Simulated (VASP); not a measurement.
Set up this calculation in VASP 6.6.1, as the native input.

```yaml
Task: single point
Functional: r2SCAN
Potentials_or_basis: VASP PAW PBE potentials, release 64 (Na_pv, Cl)
Cutoff: 520 eV
k_mesh: 6 × 6 × 6
Occupations: gaussian, width 0.01 eV
Spin: no spin polarisation
Dipole_correction: no
Further_INCAR_settings: ALGO = Normal; EDIFF = 1e-07; NBANDS = 22
```

Crystal: NaCl.

```
Na Cl
1.0
     4.72108    0.00000    0.00000
    -2.36054    4.08857    0.00000
     0.00000    0.00000    5.27375
Na Cl
2 2
Direct
  0.33333 0.66667 0.93750
  0.66667 0.33333 0.43750
  0.33333 0.66667 0.43750
  0.66667 0.33333 0.93750
```

This cell differs from its parent crystal: uniaxial z strain -5.3%.

One way to write it, as run:

POSCAR

```
NaCl
1.0
    4.7210773642      0.0000000000      0.0000000000
   -2.3605386821      4.0885729306      0.0000000000
    0.0000000000      0.0000000000      5.2737459728
Na Cl
2 2
Direct
    0.3333333333      0.6666666667     -0.0625000000
    0.6666666667      0.3333333333      0.4375000000
    0.3333333333      0.6666666667      0.4375000000
    0.6666666667      0.3333333333      0.9375000000
```

INCAR.step1

```
  PREC = Accurate
  ENCUT = 520
  ISMEAR = 0
  SIGMA = 0.01
  LREAL = False
  LASPH = True
  NELM = 100
  NBANDS = 22
  GGA = PE
  ALGO = Normal
  EDIFF = 1E-4
  LWAVE = True
  LCHARG = False
```

INCAR.step2

```
  PREC = Accurate
  ENCUT = 520
  EDIFF = 1E-7
  ISMEAR = 0
  SIGMA = 0.01
  LREAL = False
  LASPH = True
  NELM = 100
  ALGO = Normal
  ISIF = 2
  LWAVE = False
  LCHARG = False
  METAGGA = R2SCAN
  LMIXTAU = True
  NBANDS = 22
  ISTART = 1
```

KPOINTS

```
Automatic mesh
0
Gamma
  6 6 6
```

Potentials or basis: VASP PAW PBE potentials, release 64 (Na_pv, Cl).

Launch:

```console
$ cat potpaw_PBE.64/Na_pv/POTCAR potpaw_PBE.64/Cl/POTCAR > POTCAR
$ cp INCAR.step1 INCAR
$ mpirun -np 1 vasp_std > vasp.out
$ cp INCAR.step2 INCAR
$ mpirun -np 1 vasp_std > vasp.out
```

It gave:

```json
{
  "Pressure": "1.5 GPa",
  "Band gap on the k mesh": "5.63 eV"
}
```

Caveat: the cell differs from its parent crystal (uniaxial z strain -5.3%); the structure was generated, so it needn't be the stable form of NaCl; the PAW data sets were made with another functional, which shifts forces and pressure a little.

Wall time 8.4 min on 1 thread of Intel Xeon 8259CL, on a shared host, peak memory 0.21 GiB.
